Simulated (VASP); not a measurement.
BN:

```
N B
1.0
     2.45684    0.00000    0.00000
    -1.22126    2.13181    0.00000
    -0.61779   -1.06590    2.96084
N B
1 1
Cartesian
  0.6280 -0.3413 2.9164
  1.2046 2.0947 0.0053
```

Base run:

```yaml
Program: VASP 6.6.1
Functional: r2SCAN
Potentials_or_basis: VASP PAW PBE potentials, release 64 (N, B)
Cutoff: 520 eV
k_mesh: 13 × 13 × 9
Occupations: fermi-dirac, width 0.05 eV
Spin: no spin polarisation
```

Its results: band gap on the k mesh 3.29 eV (least direct gap 5.38 eV); pressure 20.2 GPa; largest force 3.125 eV/Å.

The run is repeated on the same cell with these changes: functional from r2SCAN to PBE0; k mesh from 13 × 13 × 9 to 6 × 6 × 4. What comes out?

Band gap on the k mesh 4.89 eV (least direct gap 6.83 eV); pressure 18.4 GPa; largest force 3.212 eV/Å.

Several settings changed at once.

Caveats: some runs use coarse meshes; the PAW data sets were made with another functional, which shifts forces and pressure a little; the cell stands under pressure (at least some runs); an odd mesh through Γ misses points on the zone boundary, where band edges can lie (at least some runs).
